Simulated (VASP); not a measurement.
**CdSe: single point with r2SCAN**

Crystal: CdSe.

```
CELL_PARAMETERS angstrom
0.00000 2.87396 2.87396
2.87396 0.00000 2.87396
2.87396 2.87396 0.00000
ATOMIC_POSITIONS crystal
Cd 0.00000 0.00000 0.00000
Se 0.50000 0.50000 0.50000
```

| Quantity | Value |
| --- | --- |
| Program | VASP 6.6.1 |
| Task | single point |
| Functional | r2SCAN |
| Potentials or basis | VASP PAW PBE potentials, release 64 (Cd, Se) |
| Cutoff | 550 eV |
| k mesh | 5 × 5 × 5 |
| Occupations | gaussian, width 0.01 eV |
| Spin | no spin polarisation |

```
Pressure               : -1.7 GPa
Band gap on the k mesh : 0.51 eV, indirect (least direct gap 1.28 eV)
```

Levels at points of the mesh, in eV from the valence-band top:
| k point | band 6 | band 7 | band 8 | band 9 | band 10 | band 11 | band 12 | band 13 |
| --- | --- | --- | --- | --- | --- | --- | --- | --- |
| (0.00, 0.00, 0.00) | -8.20 | -0.60 | -0.60 | -0.60 | 0.68 | 9.15 | 9.15 | 9.15 |

It took 18 s on 1 thread of Intel(R) Xeon(R) 6975P-C (Granite Rapids), with other jobs on the host, peak memory 0.18 GiB.

Caveat: the PAW data sets were made with another functional, which shifts forces and pressure a little. r2SCAN opens gaps a little over a GGA but as a rule still falls short of measured ones.
